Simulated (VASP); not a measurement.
Input of a VASP 6.6.1 run:

POSCAR

```
MgO
1.0
    0.0000000000      2.0829271338      2.0829271338
    2.0829271338      0.0000000000      2.0829271338
    2.0829271338      2.0829271338      0.0000000000
Mg O
1 1
Direct
    0.0000000000      0.0000000000      0.0000000000
    0.5000000000      0.5000000000      0.5000000000
```

File INCAR.step1:

```
SYSTEM = MgO
PREC = Accurate
ENCUT = 750
ISMEAR = -1
SIGMA = 0.05
LREAL = .False.
LASPH = .True.
NELM = 120
NBANDS = 15
GGA = PE
ALGO = Normal
EDIFF = 1E-5
LWAVE = .True.
LCHARG = .False.
GGA_COMPAT = .False.
```

File INCAR.step2:

```
SYSTEM = MgO
PREC = Accurate
ENCUT = 750
EDIFF = 1E-6
ISMEAR = -1
SIGMA = 0.05
LREAL = .False.
LASPH = .True.
NELM = 120
ALGO = Normal
ISIF = 2
LWAVE = .False.
LCHARG = .False.
METAGGA = R2SCAN
LMIXTAU = .True.
NBANDS = 15
ISTART = 1
GGA_COMPAT = .False.
```

File KPOINTS:

```
Automatic mesh
0
Gamma
  11 11 11
  0 0 0
```

Potentials or basis: VASP PAW PBE potentials, release 64 (Mg_sv, O).

Run with:

```bash
$ cat potpaw_PBE.64/Mg_sv/POTCAR potpaw_PBE.64/O/POTCAR > POTCAR
$ cp INCAR.step1 INCAR
$ mpirun -np 1 vasp_std > vasp.out
$ cp INCAR.step2 INCAR
$ mpirun -np 1 vasp_std > vasp.out
```

Q: Estimate the pressure.

A: 4.6 GPa.

Q: Estimate the band gap on the k mesh.

A: 5.99 eV.

Caveat: the cell stands under pressure; the PAW data sets were made with another functional, which shifts forces and pressure a little.
